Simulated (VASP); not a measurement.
# AlAs4: single point with PBE

AlAs4:

```
Al As
1.0
     4.84292    0.00000    0.00000
     0.00000    4.84292    0.00000
     0.00000    0.00000    4.84292
Al As
1 4
Direct
  0.00000 0.00000 0.00000
  0.69404 0.30596 0.69404
  0.30596 0.69404 0.69404
  0.69404 0.69404 0.30596
  0.30596 0.30596 0.30596
```

* Program: VASP 6.6.1
* Task: single point
* Functional: PBE
* Potentials or basis: VASP PAW PBE potentials, release 64 (Al, As)
* Cutoff: 500 eV
* k mesh: 4 × 4 × 4
* Occupations: gaussian, width 0.2 eV
* Spin: no spin polarisation
* Dipole correction: no
* Further INCAR settings: ALGO = Normal; EDIFF = 1e-06; NBANDS = 20

```
Pressure      : 0.0 GPa
Largest force : 0.126 eV/Å
```

Forces in eV/Å, atoms in the order of the input:
```
Al   0.000  0.000  0.000
As   0.073 -0.073  0.073
As  -0.073  0.073  0.073
As   0.073  0.073 -0.073
As  -0.073 -0.073 -0.073
```

Levels at points of the mesh, in eV from the Fermi level:
```
           k point  band 7  band 8  band 9  band 10  band 11  band 12  band 13  band 14  band 15  band 16
(0.00, 0.00, 0.00)   -4.29   -2.29   -2.29    -2.29     0.61     0.61     0.61     0.85     1.55     1.55
(0.50, 0.00, 0.00)   -3.60   -3.20   -3.20    -1.49    -1.38    -1.35     0.91     0.91     1.25     1.25
(0.50, 0.50, 0.00)   -3.52   -3.52   -2.64    -1.66    -1.66    -1.40     0.29     1.74     1.74     2.86
(0.50, 0.50, 0.50)   -5.48   -5.48    0.57     0.57     1.44     1.44     1.44     1.49     2.63     2.63
```

It took 33 s on 1 thread of Intel Xeon 8259CL, on a shared host, peak memory 0.2 GiB.
